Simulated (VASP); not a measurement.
The system is Pb.

```
Pb
1.0
     3.50021    0.00000    0.00000
     1.75010    3.03127    0.00000
     1.75010    1.01042    2.85791
Pb
1
Direct
  0.00000 0.00000 0.00000
```

```yaml
Program: VASP 6.6.1
Task: relaxation of cell and atoms
Functional: PBE
Potentials_or_basis: VASP PAW PBE potentials, release 64 (Pb_d)
Cutoff: 500 eV
k_mesh: 8 × 8 × 8
Occupations: methfessel-paxton, width 0.1 eV
Spin: no spin polarisation
```

At the start: pressure 2.6 GPa; volume 30.32 Å³/atom.

Task: How do energy, volume and symmetry change on relaxing?

Result: Over 3 steps the energy falls by 12.8 meV/atom and the volume is 32.01 Å³/atom (+5.6 %); space group Fm-3m (No. 225, to 0.05 Å).

Step by step:
```csv
step,energy change (eV),largest force (eV/Å),pressure (GPa),volume (Å³)
1,0.0000,0.0000,2.57,30.32
2,-0.0119,0.0000,-0.62,32.51
3,-0.0128,0.0000,0.01,32.01
```

Final structure:
```
Pb
1.0
     3.56380    0.00000    0.00000
     1.78190    3.08634    0.00000
     1.78190    1.02878    2.90983
Pb
1
Direct
  0.00000 0.00000 0.00000
```
